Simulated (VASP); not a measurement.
# CdTe (CsCl type) (Pm-3m) in VASP: notebook

CdTe (CsCl type) is run at these levels: PBEsol; tasks: single point.

All numbers are computed with VASP 6.6.1; they aren't measurements. Logs are shortened: lines on timing, memory, paths and dates and some standing lists are left out, and cuts for length are marked.

## 1. The cell of the first run

The structure is cubic, space group Pm-3m (No. 221). The conventional cell has a = 2.727 Å, b = 2.727 Å, c = 2.727 Å, α = 90.00°, β = 90.00°, γ = 90.00°. Cd (site symmetry m-3m) has 8 Te at 2.36 Å and 6 Cd at 2.73 Å within 3.1 Å. Within 3.1 Å of Te (site symmetry m-3m) lie 8 Cd at 2.36 Å and 6 Te at 2.73 Å.

## 2. Single point, PBEsol (volume scaled by 0.4)

File INCAR:

```
  PREC = Accurate
  ENCUT = 520
  EDIFF = 1E-6
  ISMEAR = -1
  SIGMA = 0.05
  LREAL = False
  LASPH = True
  NELM = 80
  ALGO = Normal
  ISIF = 2
  LWAVE = False
  LCHARG = False
  GGA = PS
  NBANDS = 16
```

File KPOINTS:

```
regular mesh
0
Gamma
  13 13 13
```

File POSCAR:

```
CdTe
1.0
    2.7266425345      0.0000000000      0.0000000000
    0.0000000000      2.7266425345      0.0000000000
    0.0000000000      0.0000000000      2.7266425345
Cd Te
1 1
Direct
    0.0000000000      0.0000000000      0.0000000000
    0.5000000000      0.5000000000      0.5000000000
```

Potentials or basis: VASP PAW PBE potentials, release 64 (Cd, Te).

Command:

```
cat potpaw_PBE.64/Cd/POTCAR potpaw_PBE.64/Te/POTCAR > POTCAR
mpirun -np 1 vasp_std > vasp.out
```

OUTCAR:

```text
PREC = Accurate
   ENCUT = 520
   EDIFF = 1E-6
   ISMEAR = -1
   LREAL = False
   LASPH = True
   NELM = 80
   ISIF = 2
   GGA = PS

 ion  position               nearest neighbor table
   1  0.000  0.000  0.000-   2 2.36   2 2.36   2 2.36   2 2.36   2 2.36   2 2.36   2 2.36   2 2.36

   2  0.500  0.500  0.500-   1 2.36   1 2.36   1 2.36   1 2.36   1 2.36   1 2.36   1 2.36   1 2.36

  LATTYP: Found a simple cubic cell.
 ALAT       =     2.7266425345

  Lattice vectors:

 A1 = (   2.7266425345,   0.0000000000,   0.0000000000)
 A2 = (   0.0000000000,   2.7266425345,   0.0000000000)
 A3 = (   0.0000000000,   0.0000000000,   2.7266425345)

Analysis of symmetry for initial positions (statically):
=====================================================================
 Subroutine PRICEL returns:
 Original cell was already a primitive cell.

 Routine SETGRP: Setting up the symmetry group for a
 simple cubic supercell.

 Subroutine GETGRP returns: Found 48 space group operations
 (whereof 48 operations were pure point group operations)
 out of a pool of 48 trial point group operations.

The static configuration has the point symmetry O_h .

Analysis of symmetry for dynamics (positions and initial velocities):
=====================================================================
 Subroutine PRICEL returns:
 Original cell was already a primitive cell.

 Routine SETGRP: Setting up the symmetry group for a
 simple cubic supercell.

 Subroutine GETGRP returns: Found 48 space group operations
 (whereof 48 operations were pure point group operations)
 out of a pool of 48 trial point group operations.

The dynamic configuration has the point symmetry O_h .

 Subroutine INISYM returns: Found 48 space group operations
 (whereof 48 operations are pure point group operations),
 and found     1 'primitive' translations

----------------------------------------------------------------------------------------

                                     Primitive cell

  volume of cell :      20.2714

  direct lattice vectors                    reciprocal lattice vectors
     2.726642534  0.000000000  0.000000000     0.366751412  0.000000000  0.000000000
     0.000000000  2.726642534  0.000000000     0.000000000  0.366751412  0.000000000
     0.000000000  0.000000000  2.726642534     0.000000000  0.000000000  0.366751412

  length of vectors
     2.726642534  2.726642534  2.726642534     0.366751412  0.366751412  0.366751412

[... 79 lines left out ...]
   NELM   =     80;   NELMIN=  2; NELMDL= -5     # of ELM steps
   EDIFF  = 0.1E-05   stopping-criterion for ELM
   LREAL  =      F    real-space projection
   EDIFFG = 0.1E-04   stopping-criterion for IOM
   NSW    =      0    number of steps for IOM
   IBRION =     -1    ionic relax: 0-MD 1-quasi-New 2-CG
   NFREE  =      0    steps in history (QN), initial steepest desc. (CG)
   ISIF   =      2    stress and relaxation
   ISYM   =      2    0-nonsym 1-usesym 2-fastsym
   POTIM  = 0.5000    time-step for ionic-motion
   TEBEG  =    0.0;   TEEND  =   0.0 temperature during run
   PSTRESS=    0.0 pullay stress
   NELECT =      18.0000    total number of electrons
   NUPDOWN=      -1.0000    fix difference up-down
   EMIN   =  10.00;   EMAX   =-10.00  energy-range for DOS
   EFERMI =   0.00;   METHOD = LEGACY
   ISMEAR =    -1;   SIGMA  =   0.05  broadening in eV -4-tet -1-fermi 0-gaus
   EFERMI_NEDOS =   21; number of points for ismear=-14 and -15
   IALGO  =     38    algorithm
   IMIX   =      4    mixing-type and parameters
     AMIX     =   0.40;   BMIX     =  1.00
     AMIX_MAG =   1.60;   BMIX_MAG =  1.00
  volume/ion in A,a.u.               =      10.14        68.40
  Fermi-wavevector in a.u.,A,eV,Ry     =   1.573515  2.973512 33.687323  2.475948
  Thomas-Fermi vector in A             =   2.674788
   LORBIT       =      0    0 simple, 1 ext, 2 COOP (PROOUT), +10 PAW based schemes
   GGA     = PS    functional components
   LHFCALC =     F    Hartree Fock is set to
   AEXX    =    0.0000 exact exchange contribution
   IVDW    =     0    specifies the selected vdW correction
   LEPSILON=     F    determine dielectric tensor
   LRPA    =     F    only Hartree local field effects (RPA)
 non-spin polarized calculation
  energy-cutoff  :      520.00
  volume of cell :       20.27
 maximum number of plane-waves:       555
   NGX = 11   NGY = 11   NGZ = 11

 number of electron      17.9999994 magnetization

 Free energy of the ion-electron system (eV)
  ---------------------------------------------------
  ext. energy  EPLUGINS =         0.00000000
  ---------------------------------------------------
  free energy    TOTEN  =        15.27164661 eV

  energy without entropy =       15.27669550  energy(sigma->0) =       15.27417106

 E-fermi :  21.8615     XC(G=0): -15.5605

 val. band max:       21.7669611834   @ k =   0.4615   0.2308   0.0000
 cond. band min:      21.8686504483   @ k =   0.4615   0.2308   0.0769
 fundamental gap:      0.1016892650
 Fermi energy:        21.8614560270

 k-point     1 :       0.0000    0.0000    0.0000
  band No.  band energies     occupation
      1      -2.4887      2.00000
      2       5.8507      2.00000
      3       5.8507      2.00000
      4       8.6043      2.00000
      5       8.6043      2.00000
      6       8.6043      2.00000
[... 433 lines left out ...]
      3       7.1064      2.00000
      4       7.5296      2.00000
      5       7.5414      2.00000
      6       7.9790      2.00000
[... 8 lines left out ...]
     15      35.1969      0.00000
     16      36.6590      0.00000

 [... further k-points ...]

------------------------ aborting loop because EDIFF is reached ----------------------------------------

  FORCE on cell =-STRESS in cart. coord.  units (eV):
  Direction    XX          YY          ZZ          XY          YZ          ZX
  --------------------------------------------------------------------------------------
  -------------------------------------------------------------------------------------
  Total       65.1827191     65.1827191     65.1827191      0.0000000      0.0000000      0.0000000
  in kB     5151.7934131   5151.7934131   5151.7934131      0.0000000      0.0000000      0.0000000
  external PRESSURE =    5151.7934131 kB  Pullay stress =       0.0000000 kB

 VOLUME and BASIS-vectors are now :
 -----------------------------------------------------------------------------
  energy-cutoff  :      520.00
  volume of cell :       20.27
      direct lattice vectors                 reciprocal lattice vectors
     2.726642534  0.000000000  0.000000000     0.366751412  0.000000000  0.000000000
     0.000000000  2.726642534  0.000000000     0.000000000  0.366751412  0.000000000
     0.000000000  0.000000000  2.726642534     0.000000000  0.000000000  0.366751412

 POSITION                                       TOTAL-FORCE (eV/Angst)
 -----------------------------------------------------------------------------------
      0.00000      0.00000      0.00000         0.000000      0.000000      0.000000
      1.36332      1.36332      1.36332         0.000000      0.000000      0.000000
 -----------------------------------------------------------------------------------
    total drift:                                0.000000      0.000000      0.000000

  FREE ENERGIE OF THE ION-ELECTRON SYSTEM (eV)
  ---------------------------------------------------
  free  energy   TOTEN  =        15.2716466144 eV

  energy  without entropy=       15.2766955010  energy(sigma->0) =       15.27417106
```

It took 9.1 s on 1 thread of Intel Xeon 6975P-C (Granite Rapids), shared host; peak memory 0.14 GiB.

The run converged, but its numbers aren't listed here, since they failed a check.

Caveat: the PAW data sets were made with another functional, which shifts forces and pressure a little; spin-orbit coupling is left out, which moves the levels of the heavy elements.

## 3. Single point, PBEsol (volume scaled by 0.5)

File INCAR:

```
PREC     = Accurate       # precision mode
ENCUT    = 520            # plane-wave cutoff, eV
EDIFF    = 1E-6           # SCF threshold, eV
ISMEAR   = -1             # smearing method
SIGMA    = 0.05           # smearing width, eV
LREAL    = F              # projectors in reciprocal space
LASPH    = T              # aspherical terms in the spheres
NELM     = 60             # most SCF steps
ALGO     = Normal         # electronic algorithm
ISIF     = 2              # what is computed and relaxed
LWAVE    = F              # write WAVECAR
LCHARG   = F              # write CHGCAR
GGA      = PS             # functional
NBANDS   = 16             # bands
```

KPOINTS is that of step 2.

File POSCAR:

```
CdTe
1.0
    2.9371866318      0.0000000000      0.0000000000
    0.0000000000      2.9371866318      0.0000000000
    0.0000000000      0.0000000000      2.9371866318
Cd Te
1 1
Direct
    0.0000000000      0.0000000000      0.0000000000
    0.5000000000      0.5000000000      0.5000000000
```

Potentials or basis: VASP PAW PBE potentials, release 64 (Cd, Te).

Command:

```
cat potpaw_PBE.64/Cd/POTCAR potpaw_PBE.64/Te/POTCAR > POTCAR
mpirun -np 1 vasp_std > vasp.out
```

OUTCAR:

```text
PREC = Accurate
   ENCUT = 520
   EDIFF = 1E-6
   ISMEAR = -1
   LREAL = F
   LASPH = T
   NELM = 60
   ISIF = 2
   GGA = PS

 ion  position               nearest neighbor table
   1  0.000  0.000  0.000-   2 2.54   2 2.54   2 2.54   2 2.54   2 2.54   2 2.54   2 2.54   2 2.54

   2  0.500  0.500  0.500-   1 2.54   1 2.54   1 2.54   1 2.54   1 2.54   1 2.54   1 2.54   1 2.54

  LATTYP: Found a simple cubic cell.
 ALAT       =     2.9371866318

  Lattice vectors:

 A1 = (   2.9371866318,   0.0000000000,   0.0000000000)
 A2 = (   0.0000000000,   2.9371866318,   0.0000000000)
 A3 = (   0.0000000000,   0.0000000000,   2.9371866318)

Analysis of symmetry for initial positions (statically):
=====================================================================
 Subroutine PRICEL returns:
 Original cell was already a primitive cell.

 Routine SETGRP: Setting up the symmetry group for a
 simple cubic supercell.

 Subroutine GETGRP returns: Found 48 space group operations
 (whereof 48 operations were pure point group operations)
 out of a pool of 48 trial point group operations.

The static configuration has the point symmetry O_h .
[... 160 lines left out ...]

 E-fermi :  16.3463     XC(G=0): -14.2261

 val. band max:       16.3049087420   @ k =   0.3077   0.0000   0.0000
 cond. band min:      16.3474764159   @ k =   0.4615   0.3846   0.1538
 fundamental gap:      0.0425676739
 Fermi energy:        16.3463250065

 k-point     1 :       0.0000    0.0000    0.0000
  band No.  band energies     occupation
      1      -4.0402      2.00000
      2       3.3336      2.00000
      3       3.3336      2.00000
      4       5.0823      2.00000
      5       5.0823      2.00000
      6       5.0823      2.00000
[... 433 lines left out ...]
      3       4.2609      2.00000
      4       4.4007      2.00000
      5       4.5497      2.00000
      6       4.6780      2.00000
[... 8 lines left out ...]
     15      28.7215      0.00000
     16      30.4950      0.00000

 [... further k-points ...]

------------------------ aborting loop because EDIFF is reached ----------------------------------------

  FORCE on cell =-STRESS in cart. coord.  units (eV):
  Direction    XX          YY          ZZ          XY          YZ          ZX
  --------------------------------------------------------------------------------------
  -------------------------------------------------------------------------------------
  Total       35.2660119     35.2660119     35.2660119      0.0000000     -0.0000000      0.0000000
  in kB     2229.8328216   2229.8328216   2229.8328216      0.0000000     -0.0000000      0.0000000
  external PRESSURE =    2229.8328216 kB  Pullay stress =       0.0000000 kB

 VOLUME and BASIS-vectors are now :
 -----------------------------------------------------------------------------
  energy-cutoff  :      520.00
  volume of cell :       25.34
      direct lattice vectors                 reciprocal lattice vectors
     2.937186632  0.000000000  0.000000000     0.340461852  0.000000000  0.000000000
     0.000000000  2.937186632  0.000000000     0.000000000  0.340461852  0.000000000
     0.000000000  0.000000000  2.937186632     0.000000000  0.000000000  0.340461852

 POSITION                                       TOTAL-FORCE (eV/Angst)
 -----------------------------------------------------------------------------------
      0.00000      0.00000      0.00000         0.000000      0.000000      0.000000
      1.46859      1.46859      1.46859         0.000000      0.000000      0.000000
 -----------------------------------------------------------------------------------
    total drift:                                0.000000      0.000000      0.000000

  FREE ENERGIE OF THE ION-ELECTRON SYSTEM (eV)
  ---------------------------------------------------
  free  energy   TOTEN  =         4.3223161262 eV

  energy  without entropy=        4.3280995687  energy(sigma->0) =        4.32520785
```

stdout:

```text
POSCAR found type information on POSCAR CdTe
 POSCAR found :  2 types and       2 ions
 scaLAPACK will be used
 -----------------------------------------------------------------------------
|                                                                             |
|                                                                             |
|     You enforced a specific xc type in the INCAR file but a different       |
|     I HOPE YOU KNOW WHAT YOU ARE DOING!                                     |
|                                                                             |
 -----------------------------------------------------------------------------

 LDA part: xc-table for (Slater+PW92), standard interpolation
 POSCAR, INCAR and KPOINTS ok, starting setup
 FFT: planning ... GRIDC
 FFT: planning ... GRID_SOFT
 FFT: planning ... GRID
 WAVECAR not read
 entering main loop
```

Run time: 9 s. Hardware: 1 thread of Intel Xeon 6975P-C (Granite Rapids), shared host; peak memory 0.16 GiB.

Results:

| Property | Result |
| --- | --- |
| Free energy | 4.3223 eV |
| Pressure | 223.0 GPa |
| Band gap on the k mesh | zero (band 9 reaches 18.64 eV, above the bottom of band 10 at 13.98 eV) |

Caveat: the PAW data sets were made with another functional, which shifts forces and pressure a little; spin-orbit coupling is left out, which moves the levels of the heavy elements.

[end of part 1 of 2]
